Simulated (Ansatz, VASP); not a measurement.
# Cu: VASP beside Ansatz

```
CELL_PARAMETERS angstrom
2.57306 0.00000 0.00000
-1.28653 2.22834 0.00000
0.00000 0.00000 4.16837
ATOMIC_POSITIONS crystal
Cu 0.25333 0.62667 0.19000
Cu 0.74667 0.37333 0.81000
```

Change from the starting cell: shortest bond scaled by 0.76, PAW files.

Alike in both runs: task single point; functional LDA; k mesh 13 × 13 × 7; occupations fermi-dirac, width 0.05 eV; no spin polarisation.

|  | VASP | Ansatz |
| --- | --- | --- |
| version | VASP 6.6.1 | Ansatz 0.2.0 |
| potentials or method | VASP PAW LDA potentials, release 64 (Cu) | PAW with Ansatz's default frozen-core files, scalar-relativistic |
| plane-wave cutoff (eV) | 520 | 420 |
| valence electrons in the cell | 22 | 38 |

|  | VASP | Ansatz | Ansatz less VASP |
| --- | --- | --- | --- |
| pressure (GPa) | 18.6 | 17.8 | -0.85 |
| traceless stress, the component that is largest in VASP (GPa) | 24.69 | 24.73 | +0.035 |
| rms of the force components (eV/Å) | 3.776 | 3.752 | -0.0242 |

LDA's correlation is that of Perdew and Zunger in VASP and of Perdew and Wang (1992) in Ansatz. Atom by atom the forces differ by 0.025 eV/Å (rms over components). VASP's potentials hold 22 valence electrons a cell and Ansatz's 38, so a difference there can come from the potentials and not from the codes.
